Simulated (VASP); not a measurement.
# In (R-3m) in VASP: a series of runs

In is run at these levels: PBE; tasks: single point.

Program: VASP 6.6.1. These are calculated values, not measurements. Logs are shortened: lines on timing, memory, paths and dates and some standing lists are left out, and cuts for length are marked.

## (1) The cell of the first run

The structure is trigonal, space group R-3m (No. 166). Conventional cell: a = 3.271 Å, b = 3.271 Å, c = 24.120 Å, α = 90.00°, β = 90.00°, γ = 120.00°. Within 4.3 Å of In (site symmetry -3m) lie 12 In at 3.27 to 3.28 Å. In (site symmetry 3m) has 12 In at 3.27 to 3.28 Å within 4.3 Å.

## (2) Single point, PBE (24.83 Å³/atom)

The input, INCAR:

```
PREC = Accurate ; ENCUT = 520
EDIFF = 1E-6 ; ISMEAR = -1
SIGMA = 0.05 ; LREAL = False
LASPH = True ; NELM = 80
ALGO = Normal ; ISIF = 2
LWAVE = False ; LCHARG = False
GGA = PE ; NBANDS = 26
```

The input, KPOINTS:

```
regular mesh
0
Gamma
  14 14 14
```

The input, POSCAR:

```
In
1.0
    1.6355530321      0.9442869834      8.0399169875
   -1.6355530321      0.9442869834      8.0399169875
    0.0000000000     -1.8885739668      8.0399169875
In
3
Direct
    0.0000000000      0.0000000000      0.0000000000
    0.7780122400      0.7780122400      0.7780122400
    0.2219877600      0.2219877600      0.2219877600
```

Potentials or basis: VASP PAW PBE potentials, release 64 (In_d).

Command:

```sh
$ cat potpaw_PBE.64/In_d/POTCAR > POTCAR
$ mpirun -np 1 vasp_std > vasp.out
```

OUTCAR:

```text
PREC = Accurate
   ENCUT = 520
   EDIFF = 1E-6
   ISMEAR = -1
   LREAL = False
   LASPH = True
   NELM = 80
   ISIF = 2
   GGA = PE

 ion  position               nearest neighbor table
   1  0.000  0.000  0.000-   2 3.28   2 3.28   3 3.28   3 3.28   2 3.28   3 3.28
   2  0.778  0.778  0.778-   3 3.27   3 3.27   3 3.27   1 3.28   1 3.28   1 3.28
   3  0.222  0.222  0.222-   2 3.27   2 3.27   2 3.27   1 3.28   1 3.28   1 3.28

  LATTYP: Found a trigonal (rhomboedric) cell.
 ALAT       =     8.2587515275
 COS(alpha) =     0.9215612875

  Lattice vectors:

 A1 = (   1.6355530321,   0.9442869834,   8.0399169875)
 A2 = (  -1.6355530321,   0.9442869834,   8.0399169875)
 A3 = (   0.0000000000,  -1.8885739668,   8.0399169875)

Analysis of symmetry for initial positions (statically):
=====================================================================
 Subroutine PRICEL returns:
 Original cell was already a primitive cell.

 Routine SETGRP: Setting up the symmetry group for a
 trigonal (rhombohedral) supercell.

 Subroutine GETGRP returns: Found 12 space group operations
 (whereof 12 operations were pure point group operations)
 out of a pool of 12 trial point group operations.

The static configuration has the point symmetry D_3d.

Analysis of symmetry for dynamics (positions and initial velocities):
=====================================================================
 Subroutine PRICEL returns:
 Original cell was already a primitive cell.

 Routine SETGRP: Setting up the symmetry group for a
 trigonal (rhombohedral) supercell.

 Subroutine GETGRP returns: Found 12 space group operations
 (whereof 12 operations were pure point group operations)
 out of a pool of 12 trial point group operations.

The dynamic configuration has the point symmetry D_3d.

 Subroutine INISYM returns: Found 12 space group operations
 (whereof 12 operations are pure point group operations),
 and found     1 'primitive' translations

----------------------------------------------------------------------------------------

                                     Primitive cell

  volume of cell :      74.5026

  direct lattice vectors                    reciprocal lattice vectors
     1.635553032  0.944286983  8.039916987     0.305706993  0.176500015  0.041459798
    -1.635553032  0.944286983  8.039916987    -0.305706993  0.176500015  0.041459798
     0.000000000 -1.888573967  8.039916987     0.000000000 -0.353000030  0.041459798

  length of vectors
     8.258751528  8.258751528  8.258751528     0.355426414  0.355426414  0.355426414

  position of ions in fractional coordinates (direct lattice)
     0.000000000  0.000000000  0.000000000
     0.778012240  0.778012240  0.778012240
     0.221987760  0.221987760  0.221987760

  ion indices of the primitive-cell ions
   primitive index   ion index
                 1           1
                 2           2
                 3           3

----------------------------------------------------------------------------------------

 KPOINTS: regular mesh

Automatic generation of k-mesh.
 Grid dimensions read from file:
 generate k-points for:   14   14   14

 Generating k-lattice:

  Cartesian coordinates                     Fractional coordinates (reciprocal lattice)
     0.021836214  0.012607144  0.002961414     0.071428571  0.000000000  0.000000000
    -0.021836214  0.012607144  0.002961414     0.000000000  0.071428571  0.000000000
     0.000000000 -0.025214288  0.002961414     0.000000000  0.000000000  0.071428571

  Length of vectors
     0.025387601  0.025387601  0.025387601

  Shift w.r.t. Gamma in fractional coordinates (k-lattice)
     0.000000000  0.000000000  0.000000000

 Subroutine IBZKPT returns following result:
 ===========================================

 Found    288 irreducible k-points:

 Following reciprocal coordinates:
            Coordinates               Weight
  0.000000  0.000000  0.000000      1.000000
  0.071429 -0.000000  0.000000      6.000000
  0.142857  0.000000  0.000000      6.000000
  0.214286  0.000000 -0.000000      6.000000
  0.285714 -0.000000  0.000000      6.000000
  0.357143 -0.000000  0.000000      6.000000
[... 16 lines left out ...]
  0.214286  0.142857 -0.000000     12.000000
  0.285714  0.142857 -0.000000     12.000000
 [... further k-points ...]
   k-points           NKPTS =    288   k-points in BZ     NKDIM =    288   number of bands    NBANDS=     26
   number of dos      NEDOS =    301   number of ions     NIONS =      3
   total plane-waves  NPLWV = 262144
   dimension x,y,z NGX =    64 NGY =   64 NGZ =   64
   dimension x,y,z NGXF=   128 NGYF=  128 NGZF=  128
   ions per type =               3
   NGX,Y,Z   is equivalent  to a cutoff of  12.88, 12.88, 12.88 a.u.
   NGXF,Y,Z  is equivalent  to a cutoff of  25.77, 25.77, 25.77 a.u.
 SYSTEM =  unknown system
   PREC   = accura    normal or accurate (medium, high low for compatibility)
   ISTART =      0    job   : 0-new  1-cont  2-samecut
   ICHARG =      2    charge: 1-file 2-atom 10-const
   ISPIN  =      1    spin polarized calculation?
   LNONCOLLINEAR =      F non collinear calculations
   LSORBIT =      F    spin-orbit coupling
   LASPH  =      T    aspherical Exc in radial PAW
   ENCUT  =  520.0 eV  38.22 Ry    6.18 a.u.  15.36 15.36 15.36*2*pi/ulx,y,z
   NELM   =     80;   NELMIN=  2; NELMDL= -5     # of ELM steps
   EDIFF  = 0.1E-05   stopping-criterion for ELM
   LREAL  =      F    real-space projection
   EDIFFG = 0.1E-04   stopping-criterion for IOM
   NSW    =      0    number of steps for IOM
   IBRION =     -1    ionic relax: 0-MD 1-quasi-New 2-CG
   NFREE  =      0    steps in history (QN), initial steepest desc. (CG)
   ISIF   =      2    stress and relaxation
   ISYM   =      2    0-nonsym 1-usesym 2-fastsym
   POTIM  = 0.5000    time-step for ionic-motion
   TEBEG  =    0.0;   TEEND  =   0.0 temperature during run
   PSTRESS=    0.0 pullay stress
   NELECT =      39.0000    total number of electrons
   NUPDOWN=      -1.0000    fix difference up-down
   EMIN   =  10.00;   EMAX   =-10.00  energy-range for DOS
   EFERMI =   0.00;   METHOD = LEGACY
   ISMEAR =    -1;   SIGMA  =   0.05  broadening in eV -4-tet -1-fermi 0-gaus
   EFERMI_NEDOS =   21; number of points for ismear=-14 and -15
   IALGO  =     38    algorithm
   IMIX   =      4    mixing-type and parameters
     AMIX     =   0.40;   BMIX     =  1.00
     AMIX_MAG =   1.60;   BMIX_MAG =  1.00
  volume/ion in A,a.u.               =      24.83       167.59
  Fermi-wavevector in a.u.,A,eV,Ry     =   1.319388  2.493282 23.684816  1.740785
  Thomas-Fermi vector in A             =   2.449290
   LORBIT       =      0    0 simple, 1 ext, 2 COOP (PROOUT), +10 PAW based schemes
   GGA     = PE    functional components
   LHFCALC =     F    Hartree Fock is set to
   AEXX    =    0.0000 exact exchange contribution
   IVDW    =     0    specifies the selected vdW correction
   LEPSILON=     F    determine dielectric tensor
   LRPA    =     F    only Hartree local field effects (RPA)
 non-spin polarized calculation
  energy-cutoff  :      520.00
  volume of cell :       74.50
 maximum number of plane-waves:      2031
 NGX is ok and might be reduce to    64
   NGX = 31   NGY = 31   NGZ = 31

 number of electron      39.0000004 magnetization

 Free energy of the ion-electron system (eV)
  ---------------------------------------------------
  ext. energy  EPLUGINS =         0.00000000
  ---------------------------------------------------
  free energy    TOTEN  =        -7.55674418 eV

  energy without entropy =       -7.54425431  energy(sigma->0) =       -7.55049925

 E-fermi :   8.1711     XC(G=0): -10.5040

 val. band max:        8.1637250598   @ k =  -0.2143  -0.4286   0.1429
 cond. band min:       8.1761703656   @ k =   0.2857   0.0714   0.0714
 fundamental gap:      0.0124453057
 Fermi energy:         8.1710648292

 k-point     1 :       0.0000    0.0000    0.0000
  band No.  band energies     occupation
      1      -6.6235      2.00000
      2      -6.6218      2.00000
      3      -6.5666      2.00000
      4      -6.5577      2.00000
      5      -6.5577      2.00000
      6      -6.5329      2.00000
[... 18 lines left out ...]
     25      18.9295      0.00000
     26      19.0384      0.00000

 k-point     2 :       0.0714   -0.0000    0.0000
  band No.  band energies     occupation
      1      -6.6183      2.00000
      2      -6.6168      2.00000
      3      -6.5674      2.00000
      4      -6.5609      2.00000
      5      -6.5430      2.00000
      6      -6.5254      2.00000
[... 18 lines left out ...]
     25      18.1351      0.00000
     26      18.6576      0.00000

 k-point     3 :       0.1429    0.0000    0.0000
  band No.  band energies     occupation
      1      -6.6315      2.00000
      2      -6.6145      2.00000
      3      -6.5662      2.00000
      4      -6.5483      2.00000
      5      -6.5178      2.00000
      6      -6.5073      2.00000
[... 18 lines left out ...]
     25      16.9466      0.00000
     26      17.7261      0.00000

 k-point     4 :       0.2143    0.0000   -0.0000
  band No.  band energies     occupation
      1      -6.6664      2.00000
      2      -6.6392      2.00000
      3      -6.5643      2.00000
      4      -6.5336      2.00000
      5      -6.5115      2.00000
      6      -6.5018      2.00000
[... 18 lines left out ...]
     25      15.2132      0.00000
     26      16.9715      0.00000

 k-point     5 :       0.2857   -0.0000    0.0000
  band No.  band energies     occupation
      1      -6.7041      2.00000
      2      -6.6734      2.00000
      3      -6.5927      2.00000
      4      -6.5577      2.00000
      5      -6.5342      2.00000
      6      -6.5094      2.00000
[... 18 lines left out ...]
     25      14.3648      0.00000
     26      16.1460      0.00000

 k-point     6 :       0.3571   -0.0000    0.0000
  band No.  band energies     occupation
      1      -6.7338      2.00000
      2      -6.7053      2.00000
      3      -6.6383      2.00000
      4      -6.5886      2.00000
      5      -6.5743      2.00000
      6      -6.5290      2.00000
[... 427 lines left out ...]
 k-point    21 :      -0.0714    0.0714    0.0000
  band No.  band energies     occupation
      1      -6.6164      2.00000
      2      -6.6104      2.00000
      3      -6.5700      2.00000
      4      -6.5686      2.00000
      5      -6.5138      2.00000
      6      -6.5112      2.00000
[... 18 lines left out ...]
     25      18.2532      0.00000
     26      18.4554      0.00000

 k-point    22 :       0.1429    0.1429    0.0000
  band No.  band energies     occupation
      1      -6.6372      2.00000
      2      -6.6023      2.00000
      3      -6.5604      2.00000
      4      -6.5570      2.00000
      5      -6.5298      2.00000
      6      -6.5103      2.00000
[... 18 lines left out ...]
     25      17.1473      0.00000
     26      17.9940      0.00000

 k-point    23 :       0.2143    0.1429   -0.0000
  band No.  band energies     occupation
      1      -6.6410      2.00000
      2      -6.6057      2.00000
      3      -6.5742      2.00000
      4      -6.5564      2.00000
      5      -6.5231      2.00000
      6      -6.4870      2.00000
[... 18 lines left out ...]
     25      16.9244      0.00000
     26      17.0746      0.00000

 k-point    24 :       0.2857    0.1429   -0.0000
  band No.  band energies     occupation
      1      -6.6327      2.00000
      2      -6.6230      2.00000
      3      -6.5971      2.00000
      4      -6.5543      2.00000
      5      -6.5126      2.00000
      6      -6.4978      2.00000
[... 18 lines left out ...]
     25      14.8507      0.00000
     26      16.2693      0.00000

 [... further k-points ...]

------------------------ aborting loop because EDIFF is reached ----------------------------------------

  FORCE on cell =-STRESS in cart. coord.  units (eV):
  Direction    XX          YY          ZZ          XY          YZ          ZX
  --------------------------------------------------------------------------------------
  -------------------------------------------------------------------------------------
  Total        2.1658618      2.1658618      2.3140274      0.0000000      0.0000000      0.0000000
  in kB       46.5768247     46.5768247     49.7631235      0.0000000      0.0000000      0.0000000
  external PRESSURE =      47.6389243 kB  Pullay stress =       0.0000000 kB

 VOLUME and BASIS-vectors are now :
 -----------------------------------------------------------------------------
  energy-cutoff  :      520.00
  volume of cell :       74.50
      direct lattice vectors                 reciprocal lattice vectors
     1.635553032  0.944286983  8.039916987     0.305706993  0.176500015  0.041459798
    -1.635553032  0.944286983  8.039916987    -0.305706993  0.176500015  0.041459798
     0.000000000 -1.888573967  8.039916987     0.000000000 -0.353000030  0.041459798

 POSITION                                       TOTAL-FORCE (eV/Angst)
 -----------------------------------------------------------------------------------
      0.00000      0.00000      0.00000         0.000000     -0.000000      0.000000
      0.00000      0.00000     18.76546         0.000000      0.000000     -0.038758
      0.00000      0.00000      5.35429         0.000000      0.000000      0.038758
 -----------------------------------------------------------------------------------
    total drift:                                0.000000      0.000000     -0.000000

  FREE ENERGIE OF THE ION-ELECTRON SYSTEM (eV)
  ---------------------------------------------------
  free  energy   TOTEN  =        -7.5567441801 eV

  energy  without entropy=       -7.5442543122  energy(sigma->0) =       -7.55049925
```

Run time: 32 min. Hardware: 1 thread of Intel Xeon Platinum 8259CL at 2.50GHz (Skylake/Cascade Lake), shared host; peak memory 0.81 GiB.

Results:

```yaml
Free_energy: -7.5567 eV
Pressure: 4.8 GPa
Largest_force: 0.039 eV/Å
Band_gap_on_the_k_mesh: zero (an odd number of electrons rules out a gap without spin polarisation)
```

Forces on the atoms (eV/Å):
```
In   0.000  0.000  0.000
In   0.000  0.000 -0.039
In   0.000  0.000  0.039
```

Stress tensor (GPa, compression positive):
```
4.66 0.00 0.00
0.00 4.66 0.00
0.00 0.00 4.98
```

Levels at points of the mesh, in eV from the Fermi level:
```csv
k point,band 17,band 18,band 19,band 20,band 21,band 22
"(0.00, 0.00, 0.00)",-7.37,-7.35,0.49,0.52,9.19,9.19
"(0.50, 0.00, 0.00)",-4.39,-2.99,-2.98,-1.26,-1.08,3.42
"(0.50, 0.50, 0.00)",-4.40,-3.57,-3.32,-0.48,-0.19,1.92
"(0.50, 0.50, 0.50)",-9.31,-4.42,-3.66,6.03,6.08,8.74
```

Caveat: the cell stands under pressure; spin-orbit coupling is left out, which moves the levels of the heavy elements.

(Part 1 of 2 ends here.)
